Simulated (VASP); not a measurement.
# GaSb in VASP: single point with PBE

Aim: the single point of GaSb with PBE.

Program: VASP 6.6.1. These are calculated values, not measurements. Logs are shortened: lines on timing, memory, paths and dates and some standing lists are left out, and cuts for length are marked.

## (1) The cell of the first run

The cell holds a slab with vacuum, 4 atoms: a = 4.326 Å, b = 4.326 Å, c = 18.415 Å, α = 90.00°, β = 90.00°, γ = 60.00°.

## (2) Single point, PBE

Input file INCAR:

```
  PREC = Accurate
  ENCUT = 400
  EDIFF = 1E-6
  ISMEAR = -1
  SIGMA = 0.1
  LREAL = False
  LASPH = True
  NELM = 120
  ALGO = Normal
  ISIF = 2
  LWAVE = False
  LCHARG = True
  LDIPOL = True
  IDIPOL = 3
  DIPOL = 0.5 0.5 0.500
  GGA = PE
  LELF = True
  LVHAR = True
  LVACPOTAV = True
  NBANDS = 26
  GGA_COMPAT = False
  NELMDL = -8
```

Input file KPOINTS:

```
Automatic mesh
0
Gamma
  4 4 1
```

Input file POSCAR:

```
GaSb
1.0
    4.3260790000      0.0000000000      0.0000000000
    2.1630395000      3.7464943128      0.0000000000
    0.0000000000      0.0000000000     18.4152858904
Ga Sb
2 2
Direct
    0.0000000000      0.0000000000      0.3801189969
    0.3333333333      0.3333333333      0.5719286019
    0.3333333333      0.3333333333      0.4280713981
    0.6666666667      0.6666666667      0.6198810031
```

Potentials or basis: VASP PAW PBE potentials, release 64 (Ga_d, Sb).

Started as:

```sh
$ cat potpaw_PBE.64/Ga_d/POTCAR potpaw_PBE.64/Sb/POTCAR > POTCAR
$ mpirun -np 1 vasp_std > vasp.out
```

OUTCAR:

```text
PREC = Accurate
   ENCUT = 400
   EDIFF = 1E-6
   ISMEAR = -1
   LREAL = False
   LASPH = True
   NELM = 120
   ISIF = 2
   GGA = PE
   NELMDL = -8

 ion  position               nearest neighbor table
   1  0.000  0.000  0.380-   3 2.65   3 2.65   3 2.65
   2  0.333  0.333  0.572-   4 2.65   4 2.65   4 2.65   3 2.65
   3  0.333  0.333  0.428-   1 2.65   1 2.65   1 2.65   2 2.65
   4  0.667  0.667  0.620-   2 2.65   2 2.65   2 2.65

  LATTYP: Found a hexagonal cell.
 ALAT       =     4.3260790000
 C/A-ratio  =     4.2568075826

  Lattice vectors:

 A1 = (  -2.1630395000,  -3.7464943128,   0.0000000000)
 A2 = (   4.3260790000,   0.0000000000,   0.0000000000)
 A3 = (   0.0000000000,   0.0000000000,  18.4152858904)

Analysis of symmetry for initial positions (statically):
=====================================================================
 Subroutine PRICEL returns:
 Original cell was already a primitive cell.

 Routine SETGRP: Setting up the symmetry group for a
 hexagonal supercell.

 Subroutine GETGRP returns: Found  6 space group operations
 (whereof  6 operations were pure point group operations)
 out of a pool of 24 trial point group operations.

The static configuration has the point symmetry C_3v.

Analysis of symmetry for dynamics (positions and initial velocities):
=====================================================================
 Subroutine PRICEL returns:
 Original cell was already a primitive cell.

 Routine SETGRP: Setting up the symmetry group for a
 hexagonal supercell.

 Subroutine GETGRP returns: Found  6 space group operations
 (whereof  6 operations were pure point group operations)
 out of a pool of 24 trial point group operations.

The dynamic configuration has the point symmetry C_3v.

 Subroutine INISYM returns: Found  6 space group operations
 (whereof  6 operations are pure point group operations),
 and found     1 'primitive' translations

----------------------------------------------------------------------------------------

                                     Primitive cell

  volume of cell :     298.4681

  direct lattice vectors                    reciprocal lattice vectors
     4.326079000  0.000000000  0.000000000     0.231156204 -0.133458097  0.000000000
     2.163039500  3.746494313  0.000000000     0.000000000  0.266916193  0.000000000
     0.000000000  0.000000000 18.415285890     0.000000000  0.000000000  0.054302714

  length of vectors
     4.326079000  4.326079000 18.415285890     0.266916193  0.266916193  0.054302714

  position of ions in fractional coordinates (direct lattice)
     0.000000000  0.000000000  0.380118997
     0.333333333  0.333333333  0.571928602
     0.333333333  0.333333333  0.428071398
     0.666666667  0.666666667  0.619881003

  ion indices of the primitive-cell ions
   primitive index   ion index
                 1           1
                 2           2
                 3           3
                 4           4

----------------------------------------------------------------------------------------

 KPOINTS: Automatic mesh

Automatic generation of k-mesh.
 Grid dimensions read from file:
 generate k-points for:    4    4    1

 Generating k-lattice:

  Cartesian coordinates                     Fractional coordinates (reciprocal lattice)
     0.057789051 -0.033364524  0.000000000     0.250000000  0.000000000  0.000000000
     0.000000000  0.066729048  0.000000000     0.000000000  0.250000000  0.000000000
     0.000000000  0.000000000  0.054302714     0.000000000  0.000000000  1.000000000

  Length of vectors
     0.066729048  0.066729048  0.054302714

  Shift w.r.t. Gamma in fractional coordinates (k-lattice)
     0.000000000  0.000000000  0.000000000

 Subroutine IBZKPT returns following result:
 ===========================================

 Found      4 irreducible k-points:

 Following reciprocal coordinates:
            Coordinates               Weight
  0.000000  0.000000  0.000000      1.000000
  0.250000 -0.000000  0.000000      6.000000
  0.500000 -0.000000  0.000000      3.000000
  0.500000  0.250000  0.000000      6.000000
   k-points           NKPTS =      4   k-points in BZ     NKDIM =      4   number of bands    NBANDS=     26
   number of dos      NEDOS =    301   number of ions     NIONS =      4
   total plane-waves  NPLWV =  94080
   dimension x,y,z NGX =    28 NGY =   28 NGZ =  120
   dimension x,y,z NGXF=    56 NGYF=   56 NGZF=  240
   ions per type =               2   2
   NGX,Y,Z   is equivalent  to a cutoff of  10.76, 10.76, 10.83 a.u.
   NGXF,Y,Z  is equivalent  to a cutoff of  21.52, 21.52, 21.67 a.u.
 SYSTEM =  unknown system
   PREC   = accura    normal or accurate (medium, high low for compatibility)
   ISTART =      0    job   : 0-new  1-cont  2-samecut
   ICHARG =      2    charge: 1-file 2-atom 10-const
   ISPIN  =      1    spin polarized calculation?
   LNONCOLLINEAR =      F non collinear calculations
   LSORBIT =      F    spin-orbit coupling
   LASPH  =      T    aspherical Exc in radial PAW
   ENCUT  =  400.0 eV  29.40 Ry    5.42 a.u.   7.05  7.05 30.03*2*pi/ulx,y,z
   NELM   =    120;   NELMIN=  2; NELMDL= -8     # of ELM steps
   EDIFF  = 0.1E-05   stopping-criterion for ELM
   LREAL  =      F    real-space projection
   EDIFFG = 0.1E-04   stopping-criterion for IOM
   NSW    =      0    number of steps for IOM
   IBRION =     -1    ionic relax: 0-MD 1-quasi-New 2-CG
   NFREE  =      0    steps in history (QN), initial steepest desc. (CG)
   ISIF   =      2    stress and relaxation
   ISYM   =      2    0-nonsym 1-usesym 2-fastsym
   POTIM  = 0.5000    time-step for ionic-motion
   TEBEG  =    0.0;   TEEND  =   0.0 temperature during run
   PSTRESS=    0.0 pullay stress
   NELECT =      36.0000    total number of electrons
   NUPDOWN=      -1.0000    fix difference up-down
   EMIN   =  10.00;   EMAX   =-10.00  energy-range for DOS
   EFERMI =   0.00;   METHOD = LEGACY
   ISMEAR =    -1;   SIGMA  =   0.10  broadening in eV -4-tet -1-fermi 0-gaus
   EFERMI_NEDOS =   21; number of points for ismear=-14 and -15
   IALGO  =     38    algorithm
   IMIX   =      4    mixing-type and parameters
     AMIX     =   0.40;   BMIX     =  1.00
     AMIX_MAG =   1.60;   BMIX_MAG =  1.00
  volume/ion in A,a.u.               =      74.62       503.54
  Fermi-wavevector in a.u.,A,eV,Ry     =   0.808866  1.528534  8.901795  0.654263
  Thomas-Fermi vector in A             =   1.917750
   LORBIT       =      0    0 simple, 1 ext, 2 COOP (PROOUT), +10 PAW based schemes
   GGA     = PE    functional components
   LHFCALC =     F    Hartree Fock is set to
   AEXX    =    0.0000 exact exchange contribution
   IVDW    =     0    specifies the selected vdW correction
   LEPSILON=     F    determine dielectric tensor
   LRPA    =     F    only Hartree local field effects (RPA)
 non-spin polarized calculation
  energy-cutoff  :      400.00
  volume of cell :      298.47
 maximum number of plane-waves:      5443
   NGX = 15   NGY = 15   NGZ = 61

 number of electron      36.0000005 magnetization

 dipolmoment           0.000000      0.000000      0.114288 electrons x Angstroem

 Free energy of the ion-electron system (eV)
  ---------------------------------------------------
  ext. energy  EPLUGINS =         0.00000000
  ---------------------------------------------------
  free energy    TOTEN  =       -13.23193424 eV

  energy without entropy =      -13.17059894  energy(sigma->0) =      -13.20126659

 E-fermi :  -0.7819     XC(G=0):  -4.2124

 val. band max:       -0.7848562690   @ k =   0.0000   0.0000   0.0000
 cond. band min:      -0.6210344849   @ k =   0.5000   0.2500   0.0000
 fundamental gap:      0.1638217842
 Fermi energy:        -0.7818753504

 k-point     1 :       0.0000    0.0000    0.0000
  band No.  band energies     occupation
      1     -16.0890      2.00000
      2     -16.0480      2.00000
      3     -16.0480      2.00000
      4     -15.9766      2.00000
      5     -15.9766      2.00000
      6     -15.6288      2.00000
      7     -15.5585      2.00000
      8     -15.5585      2.00000
      9     -15.5050      2.00000
     10     -15.5050      2.00000
     11     -11.8998      2.00000
     12     -10.7681      2.00000
     13      -5.8457      2.00000
     14      -2.7664      2.00000
     15      -1.6907      1.99977
     16      -1.6907      1.99977
     17      -0.7849      1.01491
     18      -0.7849      1.01490
     19      -0.2172      0.00703
     20      -0.0008      0.00081
     21       0.8556      0.00000
     22       2.4689      0.00000
     23       2.4689      0.00000
     24       2.8995      0.00000
     25       3.1552      0.00000
     26       3.1552      0.00000

 k-point     2 :       0.2500   -0.0000    0.0000
  band No.  band energies     occupation
      1     -16.0830      2.00000
      2     -16.0571      2.00000
      3     -16.0488      2.00000
      4     -15.9815      2.00000
      5     -15.9687      2.00000
      6     -15.6210      2.00000
      7     -15.5691      2.00000
      8     -15.5586      2.00000
      9     -15.5091      2.00000
     10     -15.4979      2.00000
     11     -11.3684      2.00000
     12     -10.2371      2.00000
     13      -6.2060      2.00000
     14      -4.7730      2.00000
     15      -3.5242      2.00000
     16      -2.4908      2.00000
     17      -1.6899      1.99977
     18      -1.5356      1.99893
     19      -0.2354      0.00843
     20       0.9521      0.00000
     21       1.5314      0.00000
     22       2.9415      0.00000
     23       3.4788      0.00000
     24       3.6127      0.00000
     25       4.0278      0.00000
     26       4.2754      0.00000

 k-point     3 :       0.5000   -0.0000    0.0000
  band No.  band energies     occupation
      1     -16.0787      2.00000
      2     -16.0647      2.00000
      3     -16.0497      2.00000
      4     -15.9862      2.00000
      5     -15.9606      2.00000
      6     -15.6120      2.00000
      7     -15.5810      2.00000
      8     -15.5590      2.00000
      9     -15.5130      2.00000
     10     -15.4903      2.00000
     11     -10.4873      2.00000
     12      -9.4311      2.00000
     13      -7.3198      2.00000
     14      -6.8136      2.00000
     15      -3.3788      2.00000
     16      -3.0319      2.00000
     17      -2.0710      1.99999
     18      -2.0397      1.99999
     19      -0.3350      0.02267
     20       0.6115      0.00000
     21       1.0128      0.00000
     22       2.0545      0.00000
     23       4.0310      0.00000
     24       4.1902      0.00000
     25       4.7886      0.00000
     26       5.3706      0.00000

 k-point     4 :       0.5000    0.2500    0.0000
  band No.  band energies     occupation
      1     -16.0767      2.00000
      2     -16.0647      2.00000
      3     -16.0514      2.00000
      4     -15.9841      2.00000
      5     -15.9631      2.00000
      6     -15.6112      2.00000
      7     -15.5800      2.00000
      8     -15.5608      2.00000
      9     -15.5106      2.00000
     10     -15.4929      2.00000
     11     -10.5362      2.00000
     12      -9.4386      2.00000
     13      -7.1926      2.00000
     14      -6.4148      2.00000
     15      -3.9908      2.00000
     16      -3.3543      2.00000
     17      -3.2522      2.00000
     18      -1.2190      1.97505
     19      -0.6210      0.33362
     20       1.9331      0.00000
     21       2.8981      0.00000
     22       3.3768      0.00000
     23       3.5126      0.00000
     24       3.9569      0.00000
     25       4.1629      0.00000
     26       4.5384      0.00000

------------------------ aborting loop because EDIFF is reached ----------------------------------------

  FORCE on cell =-STRESS in cart. coord.  units (eV):
  Direction    XX          YY          ZZ          XY          YZ          ZX
  --------------------------------------------------------------------------------------
  -------------------------------------------------------------------------------------
  Total        1.1052434      1.1052434      1.9679891      0.0000000     -0.0000000      0.0000000
  in kB        5.9329479      5.9329479     10.5641675      0.0000000     -0.0000000      0.0000000
  external PRESSURE =       7.4766878 kB  Pullay stress =       0.0000000 kB

 VOLUME and BASIS-vectors are now :
 -----------------------------------------------------------------------------
  energy-cutoff  :      400.00
  volume of cell :      298.47
      direct lattice vectors                 reciprocal lattice vectors
     4.326079000  0.000000000  0.000000000     0.231156204 -0.133458097  0.000000000
     2.163039500  3.746494313  0.000000000     0.000000000  0.266916193  0.000000000
     0.000000000  0.000000000 18.415285890     0.000000000  0.000000000  0.054302714

 POSITION                                       TOTAL-FORCE (eV/Angst)
 -----------------------------------------------------------------------------------
      0.00000      0.00000      7.00000         0.000000      0.000000      0.150190
      2.16304      1.24883     10.53223        -0.000000     -0.000000      0.497566
      2.16304      1.24883      7.88306         0.000000      0.000000     -0.901156
      4.32608      2.49766     11.41529         0.000000      0.000000      0.253400
 -----------------------------------------------------------------------------------
    total drift:                                0.000005      0.000003     -0.002854

  FREE ENERGIE OF THE ION-ELECTRON SYSTEM (eV)
  ---------------------------------------------------
  free  energy   TOTEN  =       -13.2319342401 eV

  energy  without entropy=      -13.1705989396  energy(sigma->0) =      -13.20126659

 vacuum level on the upper side and lower side of the slab         4.130         2.855
```

Wall time 28 s (1 thread of Intel Xeon 6975P-C (Granite Rapids), shared host); peak memory 0.29 GiB.

Results:

```
Free energy            : -13.2319 eV
Largest force          : 0.901 eV/Å
Band gap on the k mesh : 0.16 eV, indirect (least direct gap 0.57 eV)
```

Forces on the atoms (eV/Å):
```
Ga   0.000  0.000  0.150
Ga   0.000  0.000  0.498
Sb   0.000  0.000 -0.901
Sb   0.000  0.000  0.253
```

Levels at points of the mesh, in eV from the valence-band top:
```
           k point  band 14  band 15  band 16  band 17  band 18  band 19  band 20  band 21  band 22  band 23
(0.00, 0.00, 0.00)    -1.98    -0.91    -0.91     0.00     0.00     0.57     0.78     1.64     3.25     3.25
(0.50, 0.00, 0.00)    -6.03    -2.59    -2.25    -1.29    -1.25     0.45     1.40     1.80     2.84     4.82
```

Caveat: spin-orbit coupling is left out, which moves the levels of the heavy elements.
